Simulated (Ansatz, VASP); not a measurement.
**HC6 in VASP and in Ansatz**

INCAR

```
ALGO     = Normal         # electronic algorithm
DIPOL    = 0.5 0.5 0.312
EDIFF    = 1E-7           # SCF threshold, eV
ENCUT    = 520            # plane-wave cutoff, eV
GGA      = CA             # functional
IDIPOL   = 3            
ISIF     = 2              # what is computed and relaxed
ISMEAR   = 0              # smearing method
LASPH    = T              # aspherical terms in the spheres
LCHARG   = F              # write CHGCAR
LDIPOL   = T            
LREAL    = F              # projectors in reciprocal space
LWAVE    = F              # write WAVECAR
NBANDS   = 38             # bands
NELM     = 60             # most SCF steps
PREC     = Accurate       # precision mode
SIGMA    = 0.1            # smearing width, eV
```

KPOINTS

```
k-points
0
Gamma
  6 3 1
```

Contents of POSCAR:

```
HC6
1.0
    4.8895256614      0.0000000000      0.0000000000
   -1.2223814153      8.7849592876      0.0000000000
    0.0000000000      0.0000000000     22.7474729025
C H
12 2
Direct
    0.0193612757      0.0774451030      0.1758437088
    0.5193612758      0.0774451030      0.1758437088
    0.2742015947      0.0968063788      0.2059542860
    0.7742015947      0.0968063788      0.2059542860
    0.2838822326      0.1355289303      0.2661754406
    0.7838822326      0.1355289303      0.2661754406
    0.0386279421      0.1545151615      0.2955067254
    0.5386279421      0.1545151615      0.2955067254
    0.0488684834      0.1954807970      0.3583587359
    0.5488684834      0.1954807970      0.3583587359
    0.3031723044      0.2126952264      0.3845470194
    0.8031723044      0.2126952264      0.3845470194
    0.0488684834      0.1289050446      0.4988454300
    0.0488684834      0.2620565494      0.4988454300
```

Input for Ansatz:

```yaml
crystal:
  lattice:
    - [4.8895256614, 0.0, 0.0]
    - [-1.2223814153, 8.7849592876, 0.0]
    - [0.0, 0.0, 22.7474729025]
  atoms:
    - { symbol: C, position: [0.0193612757, 0.077445103, 0.1758437088] }
    - { symbol: C, position: [0.5193612758, 0.077445103, 0.1758437088] }
    - { symbol: C, position: [0.2742015947, 0.0968063788, 0.205954286] }
    - { symbol: C, position: [0.7742015947, 0.0968063788, 0.205954286] }
    - { symbol: C, position: [0.2838822326, 0.1355289303, 0.2661754406] }
    - { symbol: C, position: [0.7838822326, 0.1355289303, 0.2661754406] }
    - { symbol: C, position: [0.0386279421, 0.1545151615, 0.2955067254] }
    - { symbol: C, position: [0.5386279421, 0.1545151615, 0.2955067254] }
    - { symbol: C, position: [0.0488684834, 0.195480797, 0.3583587359] }
    - { symbol: C, position: [0.5488684834, 0.195480797, 0.3583587359] }
    - { symbol: C, position: [0.3031723044, 0.2126952264, 0.3845470194] }
    - { symbol: C, position: [0.8031723044, 0.2126952264, 0.3845470194] }
    - { symbol: H, position: [0.0488684834, 0.1289050446, 0.49884543] }
    - { symbol: H, position: [0.0488684834, 0.2620565494, 0.49884543] }
basis:
  ecutwfc: 420
kpoints:
  mp_grid: { grid: [6, 3, 1] }
hamiltonian:
  xc: lda
scf:
  occupations: { method: gaussian, width: 0.1 }
output:
  forces: true
  eigenvalues: true
efield:
  axis: 3
  dipole_correction: true
  ramp_width: 0.04
```

Alike in both runs: task single point; functional LDA; k mesh 6 × 3 × 1; occupations gaussian, width 0.1 eV; no spin polarisation.

|  | VASP | Ansatz |
| --- | --- | --- |
| version | VASP 6.6.1 | Ansatz 0.2.0 |
| potentials or method | VASP PAW LDA potentials, release 64 (C, H), cutoff 520 eV | scalar-relativistic, plane waves, PAW |
| valence electrons in the cell | 50 | 50 |

```csv
,VASP,Ansatz,Ansatz less VASP
gap on the k mesh at the Fermi level (eV),0.07,0.06,-0.001
least direct gap on the mesh (eV),0.07,0.06,-0.001
rms of the force components (eV/Å),1.290,1.295,+0.0050
```

LDA's correlation is that of Perdew and Zunger in VASP and of Perdew and Wang (1992) in Ansatz. Atom by atom the forces differ by 0.021 eV/Å (rms over components).
